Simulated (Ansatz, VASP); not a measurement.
HgOs3: VASP beside Ansatz

```
CELL_PARAMETERS angstrom
3.99033 0.00000 0.00000
0.00000 3.99033 0.00000
0.00000 0.00000 3.99033
ATOMIC_POSITIONS crystal
Hg 0.00000 0.00000 0.00000
Os 0.00000 0.50000 0.50000
Os 0.50000 0.00000 0.50000
Os 0.50000 0.50000 0.00000
```

Alike in both runs: task relaxation of cell and atoms; functional PBE; k mesh 12 × 12 × 12; occupations gaussian, width 0.1 eV; no spin polarisation.

```csv
,VASP,Ansatz
version,VASP 6.6.1,Ansatz 0.2.0
potentials or method,"VASP PAW PBE potentials, release 64 (Hg, Os), cutoff 600 eV","scalar-relativistic, plane waves, PAW"
valence electrons in the cell,36,68
```

|  | VASP | Ansatz | Ansatz less VASP |
| --- | --- | --- | --- |
| gap on the k mesh at the Fermi level, each at its own relaxed structure (eV) | none | none | - |
| relaxed volume (Å³/atom) | 15.74 | 15.66 | -0.075 |
| relaxed cell length with the largest relative difference (Å) | 3.978 | 3.972 | -0.0063 |

A gap of «none» marks a metal or a gap that the smearing closes. VASP's potentials hold 36 valence electrons a cell and Ansatz's 68, so a difference there can come from the potentials and not from the codes.

Neither program's run includes spin-orbit coupling.
